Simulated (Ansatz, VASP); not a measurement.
## One calculation of InAs, two programs

File INCAR:

```
SYSTEM = InAs
PREC = Accurate ; ENCUT = 600
EDIFF = 1E-6 ; ISMEAR = -1
SIGMA = 0.05 ; LREAL = .False.
LASPH = .True. ; NELM = 60
ALGO = Normal ; ISIF = 3
LWAVE = .False. ; LCHARG = .False.
IBRION = 2 ; NSW = 80
EDIFFG = -0.01
```

The input KPOINTS:

```
regular mesh
0
Gamma
  8 8 8
  0 0 0
```

The input POSCAR:

```
InAs
1.0
    0.0000000000      3.0180000000      3.0180000000
    3.0180000000      0.0000000000      3.0180000000
    3.0180000000      3.0180000000      0.0000000000
In As
1 1
Direct
    0.0000000000      0.0000000000      0.0000000000
    0.7500000000      0.7500000000      0.7500000000
```

input.yaml

```yaml
crystal:
  lattice:
    - [0.0, 3.018, 3.018]
    - [3.018, 0.0, 3.018]
    - [3.018, 3.018, 0.0]
  atoms:
    - { symbol: In, position: [0.0, 0.0, 0.0] }
    - { symbol: As, position: [0.75, 0.75, 0.75] }
kpoints:
  mp_grid: { grid: [8, 8, 8] }
scf:
  occupations: { method: fermi_dirac, width: 0.05 }
hamiltonian:
  xc: lda
  pseudopotentials: { kind: all_electron, lapw: { basis_error: 0.001 } }
output:
  forces: true
  stress: true
relax:
  f_tol: 0.01
  max_steps: 60
  cell: {}
```

Alike in both runs: task relaxation of cell and atoms; functional LDA; k mesh 8 × 8 × 8; occupations fermi-dirac, width 0.05 eV; no spin polarisation.

|  | VASP | Ansatz |
| --- | --- | --- |
| version | VASP 6.6.1 | Ansatz 0.2.0 |
| potentials or method | VASP PAW LDA potentials, release 64 (In_d, As), cutoff 600 eV | all-electron LAPW, scalar-relativistic |

```tsv
	VASP	Ansatz	Ansatz less VASP
relaxed volume (Å³/atom)	27.44	27.37	-0.077
relaxed cell length with the largest relative difference (Å)	4.266	4.262	-0.0040
```

LDA's correlation is that of Perdew and Zunger in VASP and of Perdew and Wang (1992) in Ansatz. Ansatz ran all-electron here, and VASP with PAW potentials.
